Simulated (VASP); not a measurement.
# TaSi7 (Fm-3m) in VASP: notebook

Runs on TaSi7. Level: PBE. Tasks: single point, relaxation of cell and atoms.

Everything below comes from runs of VASP 6.6.1. Logs are shortened: lines on timing, memory, paths and dates and some standing lists are left out, and cuts for length are marked.

## 1. The cell of the first run

Symmetry: Fm-3m, No. 225, cubic system. The conventional cell has a = 8.221 Å, b = 8.221 Å, c = 8.221 Å, α = 90.00°, β = 90.00°, γ = 90.00°. Ta (site symmetry m-3m) has 6 Si at 2.51 Å within 3.3 Å. Si (site symmetry 4mm) has 1 Si at 1.60 Å within 2.1 Å. Within 2.1 Å of Si (site symmetry m-3m) lie 6 Si at 1.60 Å.

## 2. Single point, PBE

INCAR reads:

```
SYSTEM = TaSi7
PREC = Accurate
ENCUT = 520
EDIFF = 1E-6
ISMEAR = 0
SIGMA = 0.1
LREAL = .False.
LASPH = .True.
NELM = 80
ALGO = Normal
ISIF = 2
LWAVE = .False.
LCHARG = .False.
GGA = PE
NBANDS = 30
```

KPOINTS reads:

```
Automatic mesh
0
Gamma
  4 4 4
  0 0 0
```

POSCAR reads:

```
TaSi7
1.0
    0.0000000000      4.1106028700      4.1106028700
    4.1106028700      0.0000000000      4.1106028700
    4.1106028700      4.1106028700      0.0000000000
Ta Si
1 7
Direct
    0.0000000000      0.0000000000      0.0000000000
    0.6950264300      0.3049735700      0.3049735700
    0.3049735700      0.6950264300      0.6950264300
    0.3049735700      0.6950264300      0.3049735700
    0.6950264300      0.3049735700      0.6950264300
    0.3049735700      0.3049735700      0.6950264300
    0.6950264300      0.6950264300      0.3049735700
    0.5000000000      0.5000000000      0.5000000000
```

Potentials or basis: VASP PAW PBE potentials, release 64 (Ta_pv, Si).

Run with:

```
cat potpaw_PBE.64/Ta_pv/POTCAR potpaw_PBE.64/Si/POTCAR > POTCAR
mpirun -np 1 vasp_std > vasp.out
```

OUTCAR:

```text
SYSTEM = TaSi7
   PREC = Accurate
   ENCUT = 520
   EDIFF = 1E-6
   ISMEAR = 0
   LREAL = .False.
   LASPH = .True.
   NELM = 80
   ISIF = 2
   GGA = PE

 ion  position               nearest neighbor table
   1  0.000  0.000  0.000-   2 2.51   3 2.51   4 2.51   5 2.51   6 2.51   7 2.51
   2  0.695  0.305  0.305-   8 1.60   5 2.27   6 2.27   7 2.27   4 2.27   1 2.51
   3  0.305  0.695  0.695-   8 1.60   5 2.27   6 2.27   7 2.27   4 2.27   1 2.51
   4  0.305  0.695  0.305-   8 1.60   3 2.27   6 2.27   7 2.27   2 2.27   1 2.51
   5  0.695  0.305  0.695-   8 1.60   3 2.27   6 2.27   7 2.27   2 2.27   1 2.51
   6  0.305  0.305  0.695-   8 1.60   3 2.27   4 2.27   5 2.27   2 2.27   1 2.51
   7  0.695  0.695  0.305-   8 1.60   3 2.27   4 2.27   5 2.27   2 2.27   1 2.51
   8  0.500  0.500  0.500-   2 1.60   3 1.60   4 1.60   5 1.60   6 1.60   7 1.60

  LATTYP: Found a face centered cubic cell.
 ALAT       =     8.2212057400

  Lattice vectors:

 A1 = (   0.0000000000,   4.1106028700,   4.1106028700)
 A2 = (   4.1106028700,   0.0000000000,   4.1106028700)
 A3 = (   4.1106028700,   4.1106028700,   0.0000000000)

Analysis of symmetry for initial positions (statically):
=====================================================================
 Subroutine PRICEL returns:
 Original cell was already a primitive cell.

 Routine SETGRP: Setting up the symmetry group for a
 face centered cubic supercell.

 Subroutine GETGRP returns: Found 48 space group operations
 (whereof 48 operations were pure point group operations)
 out of a pool of 48 trial point group operations.

The static configuration has the point symmetry O_h .

Analysis of symmetry for dynamics (positions and initial velocities):
=====================================================================
 Subroutine PRICEL returns:
 Original cell was already a primitive cell.

 Routine SETGRP: Setting up the symmetry group for a
 face centered cubic supercell.

 Subroutine GETGRP returns: Found 48 space group operations
 (whereof 48 operations were pure point group operations)
 out of a pool of 48 trial point group operations.

The dynamic configuration has the point symmetry O_h .

 Subroutine INISYM returns: Found 48 space group operations
 (whereof 48 operations are pure point group operations),
 and found     1 'primitive' translations

----------------------------------------------------------------------------------------

                                     Primitive cell

  volume of cell :     138.9142

  direct lattice vectors                    reciprocal lattice vectors
     0.000000000  4.110602870  4.110602870    -0.121636659  0.121636659  0.121636659
     4.110602870  0.000000000  4.110602870     0.121636659 -0.121636659  0.121636659
     4.110602870  4.110602870  0.000000000     0.121636659  0.121636659 -0.121636659

  length of vectors
     5.813270328  5.813270328  5.813270328     0.210680874  0.210680874  0.210680874

  position of ions in fractional coordinates (direct lattice)
     0.000000000  0.000000000  0.000000000
     0.695026430  0.304973570  0.304973570
     0.304973570  0.695026430  0.695026430
     0.304973570  0.695026430  0.304973570
     0.695026430  0.304973570  0.695026430
     0.304973570  0.304973570  0.695026430
     0.695026430  0.695026430  0.304973570
     0.500000000  0.500000000  0.500000000

  ion indices of the primitive-cell ions
   primitive index   ion index
                 1           1
                 2           2
                 3           3
                 4           4
                 5           5
                 6           6
                 7           7
                 8           8

----------------------------------------------------------------------------------------

 KPOINTS: Automatic mesh

Automatic generation of k-mesh.
 Grid dimensions read from file:
 generate k-points for:    4    4    4

 Generating k-lattice:

  Cartesian coordinates                     Fractional coordinates (reciprocal lattice)
    -0.030409165  0.030409165  0.030409165     0.250000000  0.000000000  0.000000000
     0.030409165 -0.030409165  0.030409165     0.000000000  0.250000000  0.000000000
     0.030409165  0.030409165 -0.030409165     0.000000000  0.000000000  0.250000000

  Length of vectors
     0.052670218  0.052670218  0.052670218

  Shift w.r.t. Gamma in fractional coordinates (k-lattice)
     0.000000000  0.000000000  0.000000000

 Subroutine IBZKPT returns following result:
 ===========================================

 Found      8 irreducible k-points:

 Following reciprocal coordinates:
            Coordinates               Weight
  0.000000  0.000000  0.000000      1.000000
  0.250000  0.000000  0.000000      8.000000
  0.500000  0.000000  0.000000      4.000000
  0.250000  0.250000  0.000000      6.000000
  0.500000  0.250000  0.000000     24.000000
 -0.250000  0.250000  0.000000     12.000000
  0.500000  0.500000  0.000000      3.000000
 -0.250000  0.500000  0.250000      6.000000
   k-points           NKPTS =      8   k-points in BZ     NKDIM =      8   number of bands    NBANDS=     30
   number of dos      NEDOS =    301   number of ions     NIONS =      8
   total plane-waves  NPLWV = 110592
   dimension x,y,z NGX =    48 NGY =   48 NGZ =   48
   dimension x,y,z NGXF=    96 NGYF=   96 NGZF=   96
   ions per type =               1   7
   NGX,Y,Z   is equivalent  to a cutoff of  13.73, 13.73, 13.73 a.u.
   NGXF,Y,Z  is equivalent  to a cutoff of  27.45, 27.45, 27.45 a.u.
 SYSTEM =  TaSi7
   PREC   = accura    normal or accurate (medium, high low for compatibility)
   ISTART =      0    job   : 0-new  1-cont  2-samecut
   ICHARG =      2    charge: 1-file 2-atom 10-const
   ISPIN  =      1    spin polarized calculation?
   LNONCOLLINEAR =      F non collinear calculations
   LSORBIT =      F    spin-orbit coupling
   LASPH  =      T    aspherical Exc in radial PAW
   ENCUT  =  520.0 eV  38.22 Ry    6.18 a.u.  10.81 10.81 10.81*2*pi/ulx,y,z
   NELM   =     80;   NELMIN=  2; NELMDL= -5     # of ELM steps
   EDIFF  = 0.1E-05   stopping-criterion for ELM
   LREAL  =      F    real-space projection
   EDIFFG = 0.1E-04   stopping-criterion for IOM
   NSW    =      0    number of steps for IOM
   IBRION =     -1    ionic relax: 0-MD 1-quasi-New 2-CG
   NFREE  =      0    steps in history (QN), initial steepest desc. (CG)
   ISIF   =      2    stress and relaxation
   ISYM   =      2    0-nonsym 1-usesym 2-fastsym
   POTIM  = 0.5000    time-step for ionic-motion
   TEBEG  =    0.0;   TEEND  =   0.0 temperature during run
   PSTRESS=    0.0 pullay stress
   NELECT =      39.0000    total number of electrons
   NUPDOWN=      -1.0000    fix difference up-down
   EMIN   =  10.00;   EMAX   =-10.00  energy-range for DOS
   EFERMI =   0.00;   METHOD = LEGACY
   ISMEAR =     0;   SIGMA  =   0.10  broadening in eV -4-tet -1-fermi 0-gaus
   EFERMI_NEDOS =   21; number of points for ismear=-14 and -15
   IALGO  =     38    algorithm
   IMIX   =      4    mixing-type and parameters
     AMIX     =   0.40;   BMIX     =  1.00
     AMIX_MAG =   1.60;   BMIX_MAG =  1.00
  volume/ion in A,a.u.               =      17.36       117.18
  Fermi-wavevector in a.u.,A,eV,Ry     =   1.071966  2.025721 15.634594  1.149110
  Thomas-Fermi vector in A             =   2.207722
   LORBIT       =      0    0 simple, 1 ext, 2 COOP (PROOUT), +10 PAW based schemes
   GGA     = PE    functional components
   LHFCALC =     F    Hartree Fock is set to
   AEXX    =    0.0000 exact exchange contribution
   IVDW    =     0    specifies the selected vdW correction
   LEPSILON=     F    determine dielectric tensor
   LRPA    =     F    only Hartree local field effects (RPA)
 non-spin polarized calculation
 Gauss-broadening in eV      SIGMA  =   0.10
  energy-cutoff  :      520.00
  volume of cell :      138.91
 maximum number of plane-waves:      3759
 NGX is ok and might be reduce to    48
   NGX = 21   NGY = 21   NGZ = 21

 number of electron      38.9999998 magnetization

 Free energy of the ion-electron system (eV)
  ---------------------------------------------------
  ext. energy  EPLUGINS =         0.00000000
  ---------------------------------------------------
  free energy    TOTEN  =        -2.53272424 eV

  energy without entropy =       -2.51411120  energy(sigma->0) =       -2.52341772

 E-fermi :   7.4481     XC(G=0):  -9.9115

 val. band max:        7.3785059752   @ k =   0.2500   0.2500   0.0000
 cond. band min:       7.4858785449   @ k =  -0.2500   0.5000   0.2500
 fundamental gap:      0.1073725697
 Fermi energy:         7.4480926288

 k-point     1 :       0.0000    0.0000    0.0000
  band No.  band energies     occupation
      1     -26.5575      2.00000
      2     -26.5575      2.00000
      3     -26.5575      2.00000
      4     -11.7379      2.00000
      5      -5.3402      2.00000
      6      -5.3402      2.00000
[... 22 lines left out ...]
     29       9.2292      0.00000
     30      13.0250      0.00000

 k-point     2 :       0.2500    0.0000    0.0000
  band No.  band energies     occupation
      1     -26.5577      2.00000
      2     -26.5575      2.00000
      3     -26.5575      2.00000
      4     -11.7081      2.00000
      5      -5.5501      2.00000
      6      -5.3776      2.00000
[... 22 lines left out ...]
     29       9.8865      0.00000
     30      12.4253      0.00000

 k-point     3 :       0.5000    0.0000    0.0000
  band No.  band energies     occupation
      1     -26.5580      2.00000
      2     -26.5575      2.00000
      3     -26.5575      2.00000
      4     -11.6776      2.00000
      5      -5.7387      2.00000
      6      -5.4138      2.00000
[... 22 lines left out ...]
     29      10.8006      0.00000
     30      11.6790      0.00000

 k-point     4 :       0.2500    0.2500    0.0000
  band No.  band energies     occupation
      1     -26.5577      2.00000
      2     -26.5576      2.00000
      3     -26.5576      2.00000
      4     -11.7013      2.00000
      5      -5.5402      2.00000
      6      -5.4030      2.00000
[... 22 lines left out ...]
     29      10.4637      0.00000
     30      12.3601      0.00000

 k-point     5 :       0.5000    0.2500    0.0000
  band No.  band energies     occupation
      1     -26.5578      2.00000
      2     -26.5576      2.00000
      3     -26.5576      2.00000
      4     -11.6740      2.00000
      5      -5.6426      2.00000
      6      -5.4859      2.00000
[... 22 lines left out ...]
     29      10.7459      0.00000
     30      12.0256      0.00000

 k-point     6 :      -0.2500    0.2500    0.0000
  band No.  band energies     occupation
      1     -26.5578      2.00000
      2     -26.5577      2.00000
      3     -26.5575      2.00000
      4     -11.6810      2.00000
      5      -5.6364      2.00000
      6      -5.4778      2.00000
[... 22 lines left out ...]
     29      10.9213      0.00000
     30      11.7954      0.00000

 k-point     7 :       0.5000    0.5000    0.0000
  band No.  band energies     occupation
      1     -26.5578      2.00000
      2     -26.5577      2.00000
      3     -26.5577      2.00000
      4     -11.6704      2.00000
      5      -5.6273      2.00000
      6      -5.4621      2.00000
[... 22 lines left out ...]
     29      11.2226      0.00000
     30      12.0128      0.00000

 k-point     8 :      -0.2500    0.5000    0.2500
  band No.  band energies     occupation
      1     -26.5577      2.00000
      2     -26.5577      2.00000
      3     -26.5577      2.00000
      4     -11.6671      2.00000
      5      -5.5477      2.00000
      6      -5.5477      2.00000
[... 22 lines left out ...]
     29      11.3934      0.00000
     30      12.2459      0.00000

------------------------ aborting loop because EDIFF is reached ----------------------------------------

  FORCE on cell =-STRESS in cart. coord.  units (eV):
  Direction    XX          YY          ZZ          XY          YZ          ZX
  --------------------------------------------------------------------------------------
  -------------------------------------------------------------------------------------
  Total       94.1628981     94.1628981     94.1628981      0.0000000      0.0000000      0.0000000
  in kB     1086.0350454   1086.0350454   1086.0350454      0.0000000      0.0000000      0.0000000
  external PRESSURE =    1086.0350454 kB  Pullay stress =       0.0000000 kB

 VOLUME and BASIS-vectors are now :
 -----------------------------------------------------------------------------
  energy-cutoff  :      520.00
  volume of cell :      138.91
      direct lattice vectors                 reciprocal lattice vectors
     0.000000000  4.110602870  4.110602870    -0.121636659  0.121636659  0.121636659
     4.110602870  0.000000000  4.110602870     0.121636659 -0.121636659  0.121636659
     4.110602870  4.110602870  0.000000000     0.121636659  0.121636659 -0.121636659

 POSITION                                       TOTAL-FORCE (eV/Angst)
 -----------------------------------------------------------------------------------
      0.00000      0.00000      0.00000        -0.000000     -0.000000     -0.000000
      2.50725      4.11060      4.11060       -30.512729     -0.000000     -0.000000
      5.71396      4.11060      4.11060        30.512729     -0.000000     -0.000000
      4.11060      2.50725      4.11060        -0.000000    -30.512729     -0.000000
      4.11060      5.71396      4.11060        -0.000000     30.512729     -0.000000
      4.11060      4.11060      2.50725        -0.000000     -0.000000    -30.512729
      4.11060      4.11060      5.71396        -0.000000     -0.000000     30.512729
      4.11060      4.11060      4.11060        -0.000000     -0.000000     -0.000000
 -----------------------------------------------------------------------------------
    total drift:                                0.000000      0.000000      0.000000

  FREE ENERGIE OF THE ION-ELECTRON SYSTEM (eV)
  ---------------------------------------------------
  free  energy   TOTEN  =        -2.5327242390 eV

  energy  without entropy=       -2.5141111980  energy(sigma->0) =       -2.52341772
```

Run time: 27 s. Hardware: 1 thread of Intel Xeon 6975P-C (Granite Rapids), shared host; peak memory 0.31 GiB.

What came out:

- Free energy: -2.5327 eV
- Pressure: 108.6 GPa
- Largest force: 30.513 eV/Å

Forces in eV/Å, atoms in the order of the input:
```
Ta    0.000   0.000   0.000
Si  -30.513   0.000   0.000
Si   30.513   0.000   0.000
Si    0.000 -30.513   0.000
Si    0.000  30.513   0.000
Si    0.000   0.000 -30.513
Si    0.000   0.000  30.513
Si    0.000   0.000   0.000
```

Caveat: spin-orbit coupling is left out, which moves the levels of the heavy elements; forces of over 1 eV/Å act on the atoms, so gaps and moduli don't describe the material at rest.

## 3. Single point, PBE

This run uses another cell than the first one, of 27.21 Å³/atom, 1.567 times its volume.

INCAR reads:

```
SYSTEM = TaSi7
PREC = Accurate ; ENCUT = 520
EDIFF = 1E-7 ; ISMEAR = 0
SIGMA = 0.1 ; LREAL = .False.
LASPH = .True. ; NELM = 100
ALGO = Normal ; ISIF = 2
LWAVE = .False. ; LCHARG = .False.
GGA = PE ; NBANDS = 30
```

KPOINTS reads:

```
regular mesh
0
Gamma
  4 4 4
  0 0 0
```

POSCAR reads:

```
TaSi7
1.0
    0.0000000000      4.7744353170      4.7744353170
    4.7744353170      0.0000000000      4.7744353170
    4.7744353170      4.7744353170      0.0000000000
Ta Si
1 7
Direct
    0.0000000000      0.0000000000      0.0000000000
    0.7419828595      0.2580171405      0.2580171405
    0.2580171405      0.7419828595      0.7419828595
    0.2580171405      0.7419828595      0.2580171405
    0.7419828595      0.2580171405      0.7419828595
    0.2580171405      0.2580171405      0.7419828595
    0.7419828595      0.7419828595      0.2580171405
    0.5000000000      0.5000000000      0.5000000000
```

Potentials or basis: VASP PAW PBE potentials, release 64 (Ta_pv, Si).

Run with:

```
cat potpaw_PBE.64/Ta_pv/POTCAR potpaw_PBE.64/Si/POTCAR > POTCAR
mpirun -np 1 vasp_std > vasp.out
```

OUTCAR:

```text
SYSTEM = TaSi7
   PREC = Accurate
   ENCUT = 520
   EDIFF = 1E-7
   ISMEAR = 0
   LREAL = .False.
   LASPH = .True.
   NELM = 100
   ISIF = 2
   GGA = PE

 ion  position               nearest neighbor table
   1  0.000  0.000  0.000-   2 2.46   3 2.46   4 2.46   5 2.46   6 2.46   7 2.46
   2  0.742  0.258  0.258-   8 2.31   1 2.46
   3  0.258  0.742  0.742-   8 2.31   1 2.46
   4  0.258  0.742  0.258-   8 2.31   1 2.46
   5  0.742  0.258  0.742-   8 2.31   1 2.46
   6  0.258  0.258  0.742-   8 2.31   1 2.46
   7  0.742  0.742  0.258-   8 2.31   1 2.46
   8  0.500  0.500  0.500-   2 2.31   3 2.31   4 2.31   5 2.31   6 2.31   7 2.31
[... 456 lines left out ...]
  Total        0.0139945      0.0139945      0.0139945     -0.0000000      0.0000000      0.0000000
  in kB        0.1030080      0.1030080      0.1030080     -0.0000000      0.0000000      0.0000000
  external PRESSURE =       0.1030080 kB  Pullay stress =       0.0000000 kB

 VOLUME and BASIS-vectors are now :
 -----------------------------------------------------------------------------
  energy-cutoff  :      520.00
  volume of cell :      217.67
      direct lattice vectors                 reciprocal lattice vectors
     0.000000000  4.774435317  4.774435317    -0.104724426  0.104724426  0.104724426
     4.774435317  0.000000000  4.774435317     0.104724426 -0.104724426  0.104724426
     4.774435317  4.774435317  0.000000000     0.104724426  0.104724426 -0.104724426

 POSITION                                       TOTAL-FORCE (eV/Angst)
 -----------------------------------------------------------------------------------
      0.00000      0.00000      0.00000         0.000000      0.000000     -0.000000
      2.46377      4.77444      4.77444         0.024711      0.000000      0.000000
      7.08510      4.77444      4.77444        -0.024711      0.000000      0.000000
      4.77444      2.46377      4.77444         0.000000      0.024711      0.000000
      4.77444      7.08510      4.77444         0.000000     -0.024711      0.000000
      4.77444      4.77444      2.46377         0.000000      0.000000      0.024711
      4.77444      4.77444      7.08510         0.000000      0.000000     -0.024711
      4.77444      4.77444      4.77444         0.000000      0.000000      0.000000
 -----------------------------------------------------------------------------------
    total drift:                                0.000000      0.000000      0.000000

  FREE ENERGIE OF THE ION-ELECTRON SYSTEM (eV)
  ---------------------------------------------------
  free  energy   TOTEN  =       -41.2060921865 eV

  energy  without entropy=      -41.1731764874  energy(sigma->0) =      -41.18963434
```

stdout:

```text
POSCAR found type information on POSCAR TaSi
 POSCAR found :  2 types and       8 ions
 scaLAPACK will be used
 LDA part: xc-table for (Slater+PW92), standard interpolation
 POSCAR, INCAR and KPOINTS ok, starting setup
 FFT: planning ... GRIDC
 FFT: planning ... GRID_SOFT
 FFT: planning ... GRID
 WAVECAR not read
 entering main loop
```

Wall time 38 s (1 thread of Intel Xeon 6975P-C (Granite Rapids), shared host); peak memory 0.35 GiB.

Results:

```
Free energy   : -41.2061 eV
Pressure      : 0.0 GPa
Largest force : 0.025 eV/Å
```

Forces in eV/Å, atoms in the order of the input:
```
Ta   0.000  0.000  0.000
Si   0.025  0.000  0.000
Si  -0.025  0.000  0.000
Si   0.000  0.025  0.000
Si   0.000 -0.025  0.000
Si   0.000  0.000  0.025
Si   0.000  0.000 -0.025
Si   0.000  0.000  0.000
```

Caveat: spin-orbit coupling is left out, which moves the levels of the heavy elements.

(Continued in part 2 of 2.)
